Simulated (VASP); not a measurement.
## RbRhO3: single point with LDA

The system is RbRhO3.

```xyz
5
Lattice="4.0427 0.0000 0.0000 0.0000 4.0427 0.0000 0.0000 0.0000 4.0427" Properties=species:S:1:pos:R:3 pbc="T T T"
Rb    0.0000    0.0000    0.0000
Rh    2.0214    2.0214    2.0214
O     2.0214    2.0214    0.0000
O     2.0214    0.0000    2.0214
O     0.0000    2.0214    2.0214
```

```yaml
Program: VASP 6.6.1
Task: single point
Functional: LDA
Potentials_or_basis: VASP PAW LDA potentials, release 64 (Rb_sv, Rh_pv, O)
Cutoff: 520 eV
k_mesh: 6 × 6 × 6
Occupations: methfessel-paxton, width 0.5 eV
Spin: no spin polarisation
Dipole_correction: no
Further_INCAR_settings: ALGO = Normal; EDIFF = 1e-06; NBANDS = 29
```

```yaml
Pressure: -14.3 GPa
Band_gap_on_the_k_mesh: zero (bands 21 and 22 overlap by 1.71 eV)
```

Levels at points of the mesh, in eV from the Fermi level:
| k point | band 17 | band 18 | band 19 | band 20 | band 21 | band 22 | band 23 | band 24 | band 25 | band 26 |
| --- | --- | --- | --- | --- | --- | --- | --- | --- | --- | --- |
| (0.00, 0.00, 0.00) | -1.53 | -1.53 | -1.53 | -1.07 | -1.07 | -1.07 | -1.01 | -1.01 | 6.33 | 7.38 |
| (0.50, 0.00, 0.00) | -2.48 | -1.98 | -1.52 | -1.52 | -1.00 | 0.24 | 0.24 | 2.12 | 8.75 | 8.94 |
| (0.50, 0.50, 0.00) | -1.52 | -1.52 | -0.61 | 0.10 | 0.10 | 0.26 | 0.47 | 4.54 | 9.43 | 10.09 |
| (0.50, 0.50, 0.50) | -0.57 | -0.57 | -0.57 | 0.65 | 0.65 | 0.65 | 4.54 | 4.54 | 8.26 | 8.26 |

It took 76 s on 1 thread of Intel Xeon 8259CL, on a shared host, peak memory 0.17 GiB.

Caveat: the cell stands under tension; so wide a smearing shifts energies and pressures.
